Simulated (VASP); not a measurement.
Write the native input for VASP 6.6.1 that does the following.

```
Task                   : single point
Functional             : PBEsol
Potentials or basis    : VASP PAW PBE potentials, release 64 (N, V_sv)
Cutoff                 : 520 eV
k mesh                 : 13 × 13 × 1
Occupations            : gaussian, width 0.1 eV
Spin                   : no spin polarisation
Dipole correction      : yes
Further INCAR settings : ALGO = Normal; EDIFF = 1e-06; NBANDS = 56
```

The structure of VN lies in POSCAR:

```
VN
1.0
    2.6213629609      0.0000000000      0.0000000000
    0.0000000000      2.7103489753      0.0000000000
    0.0000000000      0.0000000000     25.1713346182
N V
5 5
Direct
    0.5000000000      0.0000000000      0.3033035524
    0.5000000000      0.5000000000      0.3910750768
    0.5000000000      0.0000000000      0.4841916963
    0.5000000000      0.5000000000      0.5775256769
    0.5000000000      0.0000000000      0.6720996715
    0.0000000000      0.5000000000      0.3263427147
    0.0000000000      0.0000000000      0.4216467014
    0.0000000000      0.5000000000      0.5151079394
    0.0000000000      0.0000000000      0.6086954760
    0.0000000000      0.5000000000      0.7000114946
```

One way to write it, as run:

INCAR

```
SYSTEM = VN
PREC = Accurate ; ENCUT = 520
EDIFF = 1E-6 ; ISMEAR = 0
SIGMA = 0.1 ; LREAL = .False.
LASPH = .True. ; NELM = 60
ALGO = Normal ; ISIF = 2
LWAVE = .False. ; LCHARG = .False.
LDIPOL = .True. ; IDIPOL = 3
DIPOL = 0.5 0.5 0.500 ; GGA = PS
NBANDS = 56
```

KPOINTS

```
regular mesh
0
Gamma
  13 13 1
  0 0 0
```

Potentials or basis: VASP PAW PBE potentials, release 64 (N, V_sv).

The run is started by

```bash
$ cat potpaw_PBE.64/N/POTCAR potpaw_PBE.64/V_sv/POTCAR > POTCAR
$ mpirun -np 1 vasp_std > vasp.out
```

Results of the run:

| Property | Result |
| --- | --- |
| Largest force | 0.042 eV/Å |
| Band gap on the k mesh | zero (bands 45 and 46 overlap by 1.64 eV) |

Caveat: the PAW data sets were made with another functional, which shifts forces and pressure a little; the run has no spin polarisation, though such a crystal can be magnetic.

Wall time 19 min on 1 thread of Intel(R) Xeon(R) Platinum 8375C CPU @ 2.90GHz (Ice Lake) (shared host), peak memory 0.49 GiB.
